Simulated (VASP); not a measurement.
# ZnS (F-43m) in VASP: vibrations by perturbation theory with PBE

Aim: the vibrations by perturbation theory of ZnS with PBE.

Program: VASP 6.6.1. These are calculated values, not measurements. Logs are shortened: lines on timing, memory, paths and dates and some standing lists are left out, and cuts for length are marked.

**1. The cell of the first run**

Symmetry: F-43m, No. 216, cubic system. Conventional cell: a = 5.442 Å, b = 5.442 Å, c = 5.442 Å, α = 90.00°, β = 90.00°, γ = 90.00°. Zn (site symmetry -43m) has 4 S at 2.36 Å within 3.1 Å. S (site symmetry -43m) has 4 Zn at 2.36 Å within 3.1 Å.

**2. Vibrations by perturbation theory, PBE**

The input, INCAR:

```
  PREC = Accurate
  ENCUT = 520
  EDIFF = 1E-8
  ISMEAR = 0
  SIGMA = 0.01
  LREAL = False
  LASPH = True
  NELM = 80
  ALGO = Normal
  ISIF = 2
  LWAVE = False
  LCHARG = True
  GGA = PE
  NBANDS = 16
  IBRION = 8
  NSW = 1
  LEPSILON = True
```

The input, KPOINTS:

```
regular mesh
0
Gamma
  8 8 8
```

The input, POSCAR:

```
ZnS
1.0
    0.0000000000      2.7211543742      2.7211543742
    2.7211543742      0.0000000000      2.7211543742
    2.7211543742      2.7211543742      0.0000000000
Zn S
1 1
Direct
    0.0000000000      0.0000000000      0.0000000000
    0.2500000000      0.2500000000      0.2500000000
```

Potentials or basis: VASP PAW PBE potentials, release 64 (Zn, S).

On the command line:

```
cat potpaw_PBE.64/Zn/POTCAR potpaw_PBE.64/S/POTCAR > POTCAR
mpirun -np 1 vasp_std > vasp.out
```

OUTCAR:

```text
PREC = Accurate
   ENCUT = 520
   EDIFF = 1E-8
   ISMEAR = 0
   LREAL = False
   LASPH = True
   NELM = 80
   ISIF = 2
   GGA = PE
   IBRION = 8
   NSW = 1
   LEPSILON = True

 ion  position               nearest neighbor table
   1  0.000  0.000  0.000-   2 2.36   2 2.36   2 2.36   2 2.36
   2  0.250  0.250  0.250-   1 2.36   1 2.36   1 2.36   1 2.36

  LATTYP: Found a face centered cubic cell.
 ALAT       =     5.4423087484

  Lattice vectors:

 A1 = (   0.0000000000,   2.7211543742,   2.7211543742)
 A2 = (   2.7211543742,   0.0000000000,   2.7211543742)
 A3 = (   2.7211543742,   2.7211543742,   0.0000000000)

Analysis of symmetry for initial positions (statically):
=====================================================================
 Subroutine PRICEL returns:
 Original cell was already a primitive cell.

 Routine SETGRP: Setting up the symmetry group for a
 face centered cubic supercell.

 Subroutine GETGRP returns: Found 24 space group operations
 (whereof 24 operations were pure point group operations)
 out of a pool of 48 trial point group operations.

The static configuration has the point symmetry T_d .

Analysis of symmetry for dynamics (positions and initial velocities):
=====================================================================
 Subroutine PRICEL returns:
 Original cell was already a primitive cell.

 Routine SETGRP: Setting up the symmetry group for a
 face centered cubic supercell.

 Subroutine GETGRP returns: Found 24 space group operations
 (whereof 24 operations were pure point group operations)
 out of a pool of 48 trial point group operations.

The dynamic configuration has the point symmetry T_d .

 Subroutine INISYM returns: Found 24 space group operations
 (whereof 24 operations are pure point group operations),
 and found     1 'primitive' translations

----------------------------------------------------------------------------------------

                                     Primitive cell

  volume of cell :      40.2986

  direct lattice vectors                    reciprocal lattice vectors
     0.000000000  2.721154374  2.721154374    -0.183745547  0.183745547  0.183745547
     2.721154374  0.000000000  2.721154374     0.183745547 -0.183745547  0.183745547
     2.721154374  2.721154374  0.000000000     0.183745547  0.183745547 -0.183745547

  length of vectors
     3.848293421  3.848293421  3.848293421     0.318256624  0.318256624  0.318256624

  position of ions in fractional coordinates (direct lattice)
     0.000000000  0.000000000  0.000000000
     0.250000000  0.250000000  0.250000000

  ion indices of the primitive-cell ions
   primitive index   ion index
                 1           1
                 2           2

----------------------------------------------------------------------------------------

 KPOINTS: regular mesh

Automatic generation of k-mesh.
 Grid dimensions read from file:
 generate k-points for:    8    8    8

 Generating k-lattice:

  Cartesian coordinates                     Fractional coordinates (reciprocal lattice)
    -0.022968193  0.022968193  0.022968193     0.125000000  0.000000000  0.000000000
     0.022968193 -0.022968193  0.022968193     0.000000000  0.125000000  0.000000000
     0.022968193  0.022968193 -0.022968193     0.000000000  0.000000000  0.125000000

  Length of vectors
     0.039782078  0.039782078  0.039782078

  Shift w.r.t. Gamma in fractional coordinates (k-lattice)
     0.000000000  0.000000000  0.000000000

 Subroutine IBZKPT returns following result:
 ===========================================

 Found     29 irreducible k-points:

 Following reciprocal coordinates:
            Coordinates               Weight
  0.000000  0.000000  0.000000      1.000000
  0.125000  0.000000  0.000000      8.000000
  0.250000  0.000000  0.000000      8.000000
  0.375000  0.000000  0.000000      8.000000
  0.500000  0.000000  0.000000      4.000000
  0.125000  0.125000  0.000000      6.000000
[... 16 lines left out ...]
  0.500000  0.250000  0.125000     48.000000
 -0.375000  0.250000  0.125000     24.000000
[... 542 lines left out ...]
     2.721154374  2.721154374  0.000000000     0.183745547  0.183745547 -0.183745547

 POSITION                                       TOTAL-FORCE (eV/Angst)
 -----------------------------------------------------------------------------------
      0.00000      0.00000      0.00000         0.000000      0.000000      0.000000
      1.36058      1.36058      1.36058        -0.000000     -0.000000     -0.000000
 -----------------------------------------------------------------------------------
    total drift:                               -0.000000     -0.000000     -0.000000

  FREE ENERGIE OF THE ION-ELECTRON SYSTEM (eV)
  ---------------------------------------------------
  free  energy   TOTEN  =        -6.8523180951 eV

  energy  without entropy=       -6.8523180951  energy(sigma->0) =       -6.85231810

 HEAD OF MICROSCOPIC STATIC DIELECTRIC TENSOR (INDEPENDENT PARTICLE, excluding Hartree and local field effects)
 ------------------------------------------------------
           6.402478    -0.000000     0.000000
          -0.000000     6.402478     0.000000
          -0.000000     0.000000     6.402478
 ------------------------------------------------------

 Free energy of the ion-electron system (eV)
  ---------------------------------------------------
  ---------------------------------------------------
  free energy    TOTEN  =        -0.60587520 eV

  energy without entropy =       -0.60587520

------------------------ aborting loop because EDIFF is reached ----------------------------------------

--------------------------------------- Ionic step        2  -------------------------------------------

------------------------ aborting loop because EDIFF is reached ----------------------------------------

--------------------------------------- Ionic step        3  -------------------------------------------

------------------------ aborting loop because EDIFF is reached ----------------------------------------

 PIEZOELECTRIC TENSOR FIELD DIRECTION 3  (e Angst)
 -----------------------------------------------------------------------------
    -0.00033 -1.71861  0.00000           ( -0.00000  0.02080  0.00000)
    -1.71861 -0.00033  0.00000           (  0.02080 -0.00000  0.00000)
     0.00000  0.00000 -0.00081           (  0.00000  0.00000 -0.00000)

 PIEZOELECTRIC TENSOR FIELD DIRECTION 3  (C/m^2)
 -----------------------------------------------------------------------------
    -0.00013 -0.68328  0.00000
    -0.68328 -0.00013  0.00000
     0.00000  0.00000 -0.00032

--------------------------------------- Ionic step        4  -------------------------------------------

------------------------ aborting loop because EDIFF is reached ----------------------------------------

[... ionic steps 5 to 6 ...]

--------------------------------------- Ionic step        7  -------------------------------------------

 Free energy of the ion-electron system (eV)
  ---------------------------------------------------
  ---------------------------------------------------
  free energy    TOTEN  =        -0.10585176 eV

  energy without entropy =       -0.10585176

------------------------ aborting loop because EDIFF is reached ----------------------------------------

 INTERNAL STRAIN TENSOR  FOR ION    2  DIRECTION 1   (eV/Angst):
 -----------------------------------------------------------------------------
     0.00685  0.00000  0.00000
     0.00000  0.00340 -4.81649
     0.00000 -4.81649  0.00340

 MACROSCOPIC STATIC DIELECTRIC TENSOR (including local field effects in DFT)
 ------------------------------------------------------
           6.021808    -0.000000     0.000000
           0.000000     6.021808     0.000000
           0.000000    -0.000000     6.021808
 ------------------------------------------------------

 PIEZOELECTRIC TENSOR (including local field effects)  for field in x, y, z        (e  Angst)
          XX          YY          ZZ          XY          YZ          ZX
  --------------------------------------------------------------------------------
  x    -0.00000     0.00000    -0.00000     0.00000    -1.73304    -0.00000
  y     0.00000     0.00000     0.00000    -0.00000     0.00000    -1.73304
  z     0.00000    -0.00000     0.00000    -1.73304    -0.00000     0.00000

 PIEZOELECTRIC TENSOR (including local field effects)  for field in x, y, z        (C/m^2)
          XX          YY          ZZ          XY          YZ          ZX
  --------------------------------------------------------------------------------
  x    -0.00000     0.00000    -0.00000     0.00000    -0.68902    -0.00000
  y     0.00000     0.00000     0.00000    -0.00000     0.00000    -0.68902
  z     0.00000    -0.00000     0.00000    -0.68902    -0.00000     0.00000

 BORN EFFECTIVE CHARGES (including local field effects) (in |e|, cummulative output)
 ---------------------------------------------------------------------------------
 ion    1
    1     2.04365     0.00000     0.00000
    2     0.00000     2.04365     0.00000
    3    -0.00000     0.00000     2.04365
 ion    2
    1    -2.04365    -0.00000    -0.00000
    2     0.00000    -2.04365    -0.00000
    3     0.00000    -0.00000    -2.04365

 INTERNAL STRAIN TENSOR FOR ION    2 for displacements in x,y,z  (eV/Angst):
          X           Y           Z          XY          YZ          ZX
  --------------------------------------------------------------------------------
  x     0.00000     0.00000     0.00000     0.00000    -4.81649     0.00000
  y     0.00000     0.00000     0.00000     0.00000     0.00000    -4.81649
  z     0.00000     0.00000     0.00000    -4.81649     0.00000     0.00000

 SECOND DERIVATIVES (NOT SYMMETRIZED)
 ------------------------------------
               1X          1Y          1Z          2X          2Y          2Z
  1X    -5.410959    0.000000    0.000000    5.410959    0.000000    0.000000
  1Y     0.000000   -5.410959    0.000000    0.000000    5.410959    0.000000
  1Z     0.000000    0.000000   -5.410959    0.000000    0.000000    5.410959
  2X     5.404679    0.000000    0.000000   -5.404679    0.000000    0.000000
  2Y     0.000000    5.404679    0.000000    0.000000   -5.404679    0.000000
  2Z     0.000000    0.000000    5.404679    0.000000    0.000000   -5.404679

 Eigenvectors and eigenvalues of the dynamical matrix
 ----------------------------------------------------

   1 f  =    7.836911 THz    49.240764 2PiTHz  261.411213 cm-1    32.410845 meV
             X         Y         Z           dx          dy          dz
      0.000000  0.000000  0.000000     0.573835    0.000000   -0.000000
      1.360577  1.360577  1.360577    -0.818971    0.000000   -0.000000
[... 21 lines left out ...]
   6 f/i=    0.002139 THz     0.013438 2PiTHz    0.071339 cm-1     0.008845 meV
             X         Y         Z           dx          dy          dz
      0.000000  0.000000  0.000000    -0.375839   -0.410811   -0.600577
      1.360577  1.360577  1.360577    -0.263342   -0.287847   -0.420812

--------------------------------------------------------------------------------------------------------

 MACROSCOPIC STATIC DIELECTRIC TENSOR IONIC CONTRIBUTION
 ------------------------------------------------------
           3.467921     0.000000     0.000000
           0.000000     3.467921     0.000000
           0.000000     0.000000     3.467921
 ------------------------------------------------------

 ELASTIC MODULI CONTR FROM IONIC RELAXATION (kBar)
 Direction    XX          YY          ZZ          XY          YZ          ZX
 --------------------------------------------------------------------------------
 XX           0.0000      0.0000      0.0000      0.0000      0.0000      0.0000
 YY           0.0000      0.0000      0.0000      0.0000      0.0000      0.0000
 ZZ           0.0000      0.0000      0.0000      0.0000      0.0000      0.0000
 XY           0.0000      0.0000      0.0000   -170.3214      0.0000      0.0000
 YZ           0.0000      0.0000      0.0000      0.0000   -170.3214      0.0000
 ZX           0.0000      0.0000      0.0000      0.0000      0.0000   -170.3214
 --------------------------------------------------------------------------------

 PIEZOELECTRIC TENSOR IONIC CONTR  for field in x, y, z        (C/m^2)
          XX          YY          ZZ          XY          YZ          ZX
  --------------------------------------------------------------------------------
  x     0.00000     0.00000     0.00000     0.00000     0.72317     0.00000
  y     0.00000     0.00000     0.00000     0.00000     0.00000     0.72317
  z     0.00000     0.00000     0.00000     0.72317    -0.00000     0.00000
```

Wall time 6.8 min (1 thread of Intel Xeon Platinum 8488C (Sapphire Rapids), shared host); peak memory 0.3 GiB.

What came out:

```yaml
Electronic_dielectric_tensor_diagonal: 6.02
Born_charges_mean_of_the_diagonal: Zn +2.04; S -2.04 e
Highest_phonon_frequency_at_Γ_LO-TO_splitting_left_out: 261 cm⁻¹
```

Phonon frequencies in cm⁻¹ (negative: imaginary):
```tsv
q point	frequencies
(0.000, 0.000, 0.000)	0 0 0 261 261 261
```

Electronic dielectric tensor:
```
6.02 0.00 0.00
0.00 6.02 0.00
0.00 0.00 6.02
```

Born effective charge tensors (e):
atom 1, Zn
```
2.04 0.00 0.00
0.00 2.04 0.00
0.00 0.00 2.04
```
atom 2, S
```
-2.04  0.00  0.00
 0.00 -2.04  0.00
 0.00  0.00 -2.04
```
